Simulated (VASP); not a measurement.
A run of VASP 6.6.1 is set up as follows.

Contents of INCAR:

```
ALGO = Normal
EDIFF = 1E-7
ENCUT = 520
GGA = PE
ISIF = 2
ISMEAR = 0
LASPH = T
LCHARG = T
LELF = T
LREAL = F
LVHAR = T
LWAVE = F
NBANDS = 12
NELM = 60
PREC = Accurate
SIGMA = 0.1
```

KPOINTS

```
k-points
0
Gamma
  14 14 14
```

File POSCAR:

```
Be2Se
1.0
    0.0000000000      2.7793710408      2.7793710408
    2.7793710408      0.0000000000      2.7793710408
    2.7793710408      2.7793710408      0.0000000000
Be Se
2 1
Direct
    0.2500000000      0.2500000000      0.2500000000
    0.5000000000      0.5000000000      0.5000000000
    0.0000000000      0.0000000000      0.0000000000
```

Potentials or basis: VASP PAW PBE potentials, release 64 (Be, Se).

Run with:

```sh
$ cat potpaw_PBE.64/Be/POTCAR potpaw_PBE.64/Se/POTCAR > POTCAR
$ mpirun -np 1 vasp_std > vasp.out
```

(1) What does it give for the band gap on the k mesh?

(2) What does it give for the pressure?

## Answers

(1) zero (bands 5 and 6 overlap by 0.16 eV).

(2) 0.1 GPa.

Caveat: semilocal functionals underestimate gaps, and a narrow one can read as zero.
